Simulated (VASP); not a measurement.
# ZrB2 (P6/mmm) in VASP: notebook, part 2 of 3

VASP 6.6.1. Earlier steps stand in the parts before.

### 4 Single point, r2SCAN

This run uses another cell than the first one, of 10.66 Å³/atom, 1.061 times its volume.

POSCAR

```
ZrB2
1.0
    3.2117153101      0.0000000000      0.0000000000
   -1.6058576551      2.7814270483      0.0000000000
    0.0000000000      0.0000000000      3.5794921737
Zr B
1 2
Direct
    0.0000000000      0.0000000000      0.0000000000
    0.6666666667      0.3333333333      0.5000000000
    0.3333333333      0.6666666667      0.5000000000
```

INCAR.step1

```
ALGO = Normal ; EDIFF = 1E-4
ENCUT = 520 ; GGA = PE
ISMEAR = -1 ; LASPH = T
LCHARG = F ; LREAL = F
LWAVE = T ; NBANDS = 16
NELM = 100 ; PREC = Accurate
SIGMA = 0.05
```

INCAR.step2

```
ALGO = Normal ; EDIFF = 1E-6
ENCUT = 520 ; ISIF = 2
ISMEAR = -1 ; ISTART = 1
LASPH = T ; LCHARG = T
LELF = T ; LMIXTAU = T
LREAL = F ; LVHAR = T
LWAVE = F ; METAGGA = R2SCAN
NBANDS = 16 ; NELM = 100
PREC = Accurate ; SIGMA = 0.05
```

KPOINTS

```
k-points
0
Gamma
  10 10 8
```

Potentials or basis: VASP PAW PBE potentials, release 64 (Zr_sv, B).

On the command line:

```sh
cat potpaw_PBE.64/Zr_sv/POTCAR potpaw_PBE.64/B/POTCAR > POTCAR
cp INCAR.step1 INCAR
mpirun -np 1 vasp_std > vasp.out
cp INCAR.step2 INCAR
mpirun -np 1 vasp_std > vasp.out
```

OUTCAR:

```text
EDIFF = 1E-6
   ENCUT = 520
   ISIF = 2
   ISMEAR = -1
   ISTART = 1
   LASPH = T
   LREAL = F
   METAGGA = R2SCAN
   NELM = 100
   PREC = Accurate

 ion  position               nearest neighbor table
   1  0.000  0.000  0.000-   2 2.58   3 2.58   2 2.58   3 2.58   2 2.58   2 2.58   3 2.58   3 2.58
                             2 2.58   2 2.58   3 2.58   3 2.58
   2  0.667  0.333  0.500-   3 1.85   3 1.85   3 1.85   1 2.58   1 2.58   1 2.58   1 2.58   1 2.58
                             1 2.58
   3  0.333  0.667  0.500-   2 1.85   2 1.85   2 1.85   1 2.58   1 2.58   1 2.58   1 2.58   1 2.58
                             1 2.58

  LATTYP: Found a hexagonal cell.
 ALAT       =     3.2117153101
 C/A-ratio  =     1.1145110410

  Lattice vectors:

 A1 = (   3.2117153101,   0.0000000000,   0.0000000000)
 A2 = (  -1.6058576551,   2.7814270483,   0.0000000000)
 A3 = (   0.0000000000,   0.0000000000,   3.5794921737)

Analysis of symmetry for initial positions (statically):
=====================================================================
 Subroutine PRICEL returns:
 Original cell was already a primitive cell.

 Routine SETGRP: Setting up the symmetry group for a
 hexagonal supercell.

 Subroutine GETGRP returns: Found 24 space group operations
 (whereof 24 operations were pure point group operations)
 out of a pool of 24 trial point group operations.

The static configuration has the point symmetry D_6h.

Analysis of symmetry for dynamics (positions and initial velocities):
=====================================================================
 Subroutine PRICEL returns:
 Original cell was already a primitive cell.

 Routine SETGRP: Setting up the symmetry group for a
 hexagonal supercell.

 Subroutine GETGRP returns: Found 24 space group operations
 (whereof 24 operations were pure point group operations)
 out of a pool of 24 trial point group operations.

The dynamic configuration has the point symmetry D_6h.

 Subroutine INISYM returns: Found 24 space group operations
 (whereof 24 operations are pure point group operations),
 and found     1 'primitive' translations

----------------------------------------------------------------------------------------

                                     Primitive cell

  volume of cell :      31.9761

  direct lattice vectors                    reciprocal lattice vectors
     3.211715310  0.000000000  0.000000000     0.311360100  0.179763838  0.000000000
    -1.605857655  2.781427048  0.000000000     0.000000000  0.359527675  0.000000000
     0.000000000  0.000000000  3.579492174     0.000000000  0.000000000  0.279369238

  length of vectors
     3.211715310  3.211715310  3.579492174     0.359527675  0.359527675  0.279369238

  position of ions in fractional coordinates (direct lattice)
     0.000000000  0.000000000  0.000000000
     0.666666667  0.333333333  0.500000000
     0.333333333  0.666666667  0.500000000

  ion indices of the primitive-cell ions
   primitive index   ion index
                 1           1
                 2           2
                 3           3

----------------------------------------------------------------------------------------

 KPOINTS: k-points

Automatic generation of k-mesh.
 Grid dimensions read from file:
 generate k-points for:   10   10    8

 Generating k-lattice:

  Cartesian coordinates                     Fractional coordinates (reciprocal lattice)
     0.031136010  0.017976384  0.000000000     0.100000000  0.000000000  0.000000000
     0.000000000  0.035952768  0.000000000     0.000000000  0.100000000  0.000000000
     0.000000000  0.000000000  0.034921155     0.000000000  0.000000000  0.125000000

  Length of vectors
     0.035952768  0.035952768  0.034921155

  Shift w.r.t. Gamma in fractional coordinates (k-lattice)
     0.000000000  0.000000000  0.000000000

 Subroutine IBZKPT returns following result:
 ===========================================

 Found     70 irreducible k-points:

 Following reciprocal coordinates:
            Coordinates               Weight
  0.000000  0.000000  0.000000      1.000000
  0.100000 -0.000000  0.000000      6.000000
  0.200000 -0.000000  0.000000      6.000000
  0.300000  0.000000  0.000000      6.000000
  0.400000 -0.000000  0.000000      6.000000
  0.500000 -0.000000  0.000000      3.000000
[... 16 lines left out ...]
  0.300000  0.100000  0.125000     24.000000
  0.400000  0.100000  0.125000     24.000000
 [... further k-points ...]
   k-points           NKPTS =     70   k-points in BZ     NKDIM =     70   number of bands    NBANDS=     16
   number of dos      NEDOS =    301   number of ions     NIONS =      3
   total plane-waves  NPLWV =  16128
   dimension x,y,z NGX =    24 NGY =   24 NGZ =   28
   dimension x,y,z NGXF=    48 NGYF=   48 NGZF=   56
   ions per type =               1   2
   NGX,Y,Z   is equivalent  to a cutoff of  12.42, 12.42, 13.00 a.u.
   NGXF,Y,Z  is equivalent  to a cutoff of  24.85, 24.85, 26.01 a.u.
 SYSTEM =  unknown system
   PREC   = accura    normal or accurate (medium, high low for compatibility)
   ISTART =      1    job   : 0-new  1-cont  2-samecut
   ICHARG =      0    charge: 1-file 2-atom 10-const
   ISPIN  =      1    spin polarized calculation?
   LNONCOLLINEAR =      F non collinear calculations
   LSORBIT =      F    spin-orbit coupling
   LASPH  =      T    aspherical Exc in radial PAW
   ENCUT  =  520.0 eV  38.22 Ry    6.18 a.u.   5.97  5.97  6.66*2*pi/ulx,y,z
   NELM   =    100;   NELMIN=  2; NELMDL=  0     # of ELM steps
   EDIFF  = 0.1E-05   stopping-criterion for ELM
   LREAL  =      F    real-space projection
   EDIFFG = 0.1E-04   stopping-criterion for IOM
   NSW    =      0    number of steps for IOM
   IBRION =     -1    ionic relax: 0-MD 1-quasi-New 2-CG
   NFREE  =      0    steps in history (QN), initial steepest desc. (CG)
   ISIF   =      2    stress and relaxation
   ISYM   =      2    0-nonsym 1-usesym 2-fastsym
   POTIM  = 0.5000    time-step for ionic-motion
   TEBEG  =    0.0;   TEEND  =   0.0 temperature during run
   PSTRESS=    0.0 pullay stress
   NELECT =      18.0000    total number of electrons
   NUPDOWN=      -1.0000    fix difference up-down
   EMIN   =  10.00;   EMAX   =-10.00  energy-range for DOS
   EFERMI =   0.00;   METHOD = LEGACY
   ISMEAR =    -1;   SIGMA  =   0.05  broadening in eV -4-tet -1-fermi 0-gaus
   EFERMI_NEDOS =   21; number of points for ismear=-14 and -15
   IALGO  =     38    algorithm
   IMIX   =      4    mixing-type and parameters
     AMIX     =   0.40;   BMIX     =  1.00
     AMIX_MAG =   1.60;   BMIX_MAG =  1.00
  volume/ion in A,a.u.               =      10.66        71.93
  Fermi-wavevector in a.u.,A,eV,Ry     =   1.351731  2.554401 24.860250  1.827177
  Thomas-Fermi vector in A             =   2.479129
   LORBIT       =      0    0 simple, 1 ext, 2 COOP (PROOUT), +10 PAW based schemes
   METAGGA = R2SCAN    functional components
   LHFCALC =     F    Hartree Fock is set to
   AEXX    =    0.0000 exact exchange contribution
   IVDW    =     0    specifies the selected vdW correction
   LEPSILON=     F    determine dielectric tensor
   LRPA    =     F    only Hartree local field effects (RPA)
 non-spin polarized calculation
  energy-cutoff  :      520.00
  volume of cell :       31.98
 maximum number of plane-waves:       884
 NGX is ok and might be reduce to    24
   NGX = 11   NGY = 11   NGZ = 13

 number of electron      18.0000000 magnetization

 Free energy of the ion-electron system (eV)
  ---------------------------------------------------
  ext. energy  EPLUGINS =         0.00000000
  ---------------------------------------------------
  free energy    TOTEN  =       -40.60532096 eV

  energy without entropy =      -40.60239591  energy(sigma->0) =      -40.60385844

 E-fermi :  10.1514     XC(G=0): -13.1702

 val. band max:       10.1199418706   @ k =   0.2000   0.2000   0.1250
 cond. band min:      10.3073668448   @ k =   0.1000  -0.0000   0.5000
 fundamental gap:      0.1874249742
 Fermi energy:        10.1514357452

 k-point     1 :       0.0000    0.0000    0.0000
  band No.  band energies     occupation
      1     -40.3279      2.00000
      2     -17.7947      2.00000
      3     -17.2843      2.00000
      4     -17.2843      2.00000
      5      -3.2259      2.00000
      6       7.5113      2.00000
[... 8 lines left out ...]
     15      15.4112      0.00000
     16      15.4112      0.00000
[... 419 lines left out ...]
 k-point    24 :       0.4000    0.1000    0.1250
  band No.  band energies     occupation
      1     -40.2201      2.00000
      2     -18.0954      2.00000
      3     -17.6735      2.00000
      4     -17.5229      2.00000
      5       0.3582      2.00000
      6       1.7290      2.00000
[... 8 lines left out ...]
     15      18.4447      0.00000
     16      20.3624      0.00000

 [... further k-points ...]
[... 5 lines left out ...]
  --------------------------------------------------------------------------------------
  -------------------------------------------------------------------------------------
  Total       -1.8323765     -1.8323765     -1.1865796      0.0000000      0.0000000     -0.0000000
  in kB      -91.8119421    -91.8119421    -59.4540320      0.0000000      0.0000000     -0.0000000
  external PRESSURE =     -81.0259720 kB  Pullay stress =       0.0000000 kB

 VOLUME and BASIS-vectors are now :
 -----------------------------------------------------------------------------
  energy-cutoff  :      520.00
  volume of cell :       31.98
      direct lattice vectors                 reciprocal lattice vectors
     3.211715310  0.000000000  0.000000000     0.311360100  0.179763838  0.000000000
    -1.605857655  2.781427048  0.000000000     0.000000000  0.359527675  0.000000000
     0.000000000  0.000000000  3.579492174     0.000000000  0.000000000  0.279369238

 POSITION                                       TOTAL-FORCE (eV/Angst)
 -----------------------------------------------------------------------------------
      0.00000      0.00000      0.00000        -0.000000      0.000000      0.000000
      1.60586      0.92714      1.78975        -0.000000      0.000000      0.000000
     -0.00000      1.85428      1.78975         0.000000      0.000000      0.000000
 -----------------------------------------------------------------------------------
    total drift:                               -0.000000      0.000000      0.000000

  FREE ENERGIE OF THE ION-ELECTRON SYSTEM (eV)
  ---------------------------------------------------
  free  energy   TOTEN  =       -40.6053209649 eV

  energy  without entropy=      -40.6023959053  energy(sigma->0) =      -40.60385844
```

It took 1.7 min on 1 thread of Intel Xeon Platinum 8259CL at 2.50GHz (Skylake/Cascade Lake), shared host; peak memory 0.17 GiB.

Results:

| Item | Value |
| --- | --- |
| Free energy | -40.6053 eV |
| Pressure | -8.1 GPa |
| Band gap on the k mesh | zero (band 9 reaches 10.81 eV, above the bottom of band 10 at 9.99 eV) |

Caveat: the PAW data sets were made with another functional, which shifts forces and pressure a little.

(Part 2 of 3 ends here.)
